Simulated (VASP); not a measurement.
Wanted: the native input for a VASP 6.6.1 run.

```yaml
Task: single point
Functional: LDA
Potentials_or_basis: VASP PAW LDA potentials, release 64 (Li_sv, S)
Cutoff: 750 eV
k_mesh: 4 × 4 × 4
Occupations: gaussian, width 0.01 eV
Spin: no spin polarisation
Dipole_correction: no
Further_INCAR_settings: ALGO = Normal; EDIFF = 1e-06; NBANDS = 13
```

The structure of Li2S lies in POSCAR:

```
Li2S
1.0
    0.0000000000      2.8452944197      2.8452944197
    2.8452944197      0.0000000000      2.8452944197
    2.8452944197      2.8452944197      0.0000000000
Li S
2 1
Direct
    0.2500000000      0.2500000000      0.2500000000
    0.7500000000      0.7500000000      0.7500000000
    0.0000000000      0.0000000000      0.0000000000
```

The input as run:

INCAR

```
SYSTEM = Li2S
PREC = Accurate
ENCUT = 750
EDIFF = 1E-6
ISMEAR = 0
SIGMA = 0.01
LREAL = .False.
LASPH = .True.
NELM = 120
ALGO = Normal
ISIF = 2
LWAVE = .False.
LCHARG = .False.
NBANDS = 13
GGA_COMPAT = .False.
```

KPOINTS

```
regular mesh
0
Gamma
  4 4 4
  0 0 0
```

Potentials or basis: VASP PAW LDA potentials, release 64 (Li_sv, S).

Command:

```sh
$ cat potpaw_LDA.64/Li_sv/POTCAR potpaw_LDA.64/S/POTCAR > POTCAR
$ mpirun -np 1 vasp_std > vasp.out
```

Results of the run:

```json
{
  "Pressure": "-2.7 GPa",
  "Band gap on the k mesh": "3.16 eV (least direct gap 4.08 eV)"
}
```

Caveat: the k points lie up to 0.48 Å⁻¹ apart.

Run time: 6.3 s on 1 thread of AMD EPYC 7R13 Processor (Zen 3), with other jobs on the host, peak memory 0.13 GiB.
